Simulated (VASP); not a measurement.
## Si2Ni: relaxation of cell and atoms with PBE

Si2Ni:

```
CELL_PARAMETERS angstrom
0.00000 2.69316 2.69316
2.69316 0.00000 2.69316
2.69316 2.69316 0.00000
ATOMIC_POSITIONS crystal
Si 0.25000 0.25000 0.25000
Si 0.75000 0.75000 0.75000
Ni 0.00000 0.00000 0.00000
```

```yaml
Program: VASP 6.6.1
Task: relaxation of cell and atoms
Functional: PBE
Potentials_or_basis: VASP PAW PBE potentials, release 64 (Si, Ni)
Cutoff: 600 eV
k_mesh: 6 × 6 × 6
Occupations: gaussian, width 0.1 eV
Spin: no spin polarisation
Dipole_correction: no
Further_INCAR_settings: ALGO = Normal; EDIFF = 1e-07; IBRION = 2; EDIFFG = -0.04; NSW = 60; ISIF = 3
```

| Item | Value |
| --- | --- |
| Relaxed volume | 13.49 Å³/atom |
| Relaxed cell | a = 3.854 Å, b = 3.854 Å, c = 3.854 Å, α = 60.00°, β = 60.00°, γ = 60.00° |
| Space group after relaxing (to 0.05 Å) | Fm-3m (No. 225) |
| Energy gained by relaxing | 8.0 meV/atom |
| Ionic steps | 3 |
| Pressure after relaxing | 0.0 GPa |
| Band gap on the k mesh | zero (band 9 reaches 11.78 eV, above the bottom of band 10 at 9.66 eV) |

Step by step:
```
step  energy change (eV)  largest force (eV/Å)  pressure (GPa)  volume (Å³)
   1              0.0000                0.0000            5.68        39.07
   2             -0.0068                0.0000           -4.23        41.74
   3             -0.0241                0.0000           -0.01        40.48
```

Final structure:
```
CELL_PARAMETERS angstrom
0.00000 2.72515 2.72515
2.72515 0.00000 2.72515
2.72515 2.72515 0.00000
ATOMIC_POSITIONS crystal
Si 0.25000 0.25000 0.25000
Si 0.75000 0.75000 0.75000
Ni 0.00000 0.00000 0.00000
```

Levels at points of the mesh, in eV from the Fermi level:
| k point | band 7 | band 8 | band 9 | band 10 | band 11 | band 12 |
| --- | --- | --- | --- | --- | --- | --- |
| (0.00, 0.00, 0.00) | -0.53 | 1.64 | 1.64 | 1.64 | 2.28 | 2.28 |
| (0.50, 0.00, 0.00) | -3.21 | -1.43 | -1.43 | 1.71 | 1.76 | 1.76 |
| (0.50, 0.50, 0.00) | -3.49 | -3.33 | -3.00 | -0.47 | 1.43 | 7.70 |

Run time: 16 s on 1 thread of Intel(R) Xeon(R) 6975P-C (Granite Rapids), with other jobs on the host, peak memory 0.17 GiB.

Spin polarisation is off, so any magnetic state and its effect on volume and gap are missing.
